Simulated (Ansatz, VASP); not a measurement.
# One calculation of ZnS, two programs

```xyz
2
Lattice="0.0000 2.5468 2.5468 2.5468 0.0000 2.5468 2.5468 2.5468 0.0000" Properties=species:S:1:pos:R:3 pbc="T T T"
Zn    0.0000    0.0000    0.0000
S     2.5468    2.5468    2.5468
```

Alike in both runs: task single point; functional LDA; k mesh 14 × 14 × 14; occupations gaussian, width 0.05 eV; no spin polarisation.

|  | VASP | Ansatz |
| --- | --- | --- |
| version | VASP 6.6.1 | Ansatz 0.2.0 |
| potentials or method | VASP PAW LDA potentials, release 64 (Zn, S), cutoff 500 eV | scalar-relativistic, plane waves, PAW |
| valence electrons in the cell | 18 | 18 |

VASP gave:

| Item | Value |
| --- | --- |
| gap on the k mesh at the Fermi level (eV) | none |
| pressure (GPa) | -6.6 |

Task: Estimate Ansatz's values.

Result: gap on the k mesh at the Fermi level (eV): none; pressure (GPa): -6.9.

LDA's correlation is that of Perdew and Zunger in VASP and of Perdew and Wang (1992) in Ansatz. A gap of «none» marks a metal or a gap that the smearing closes.
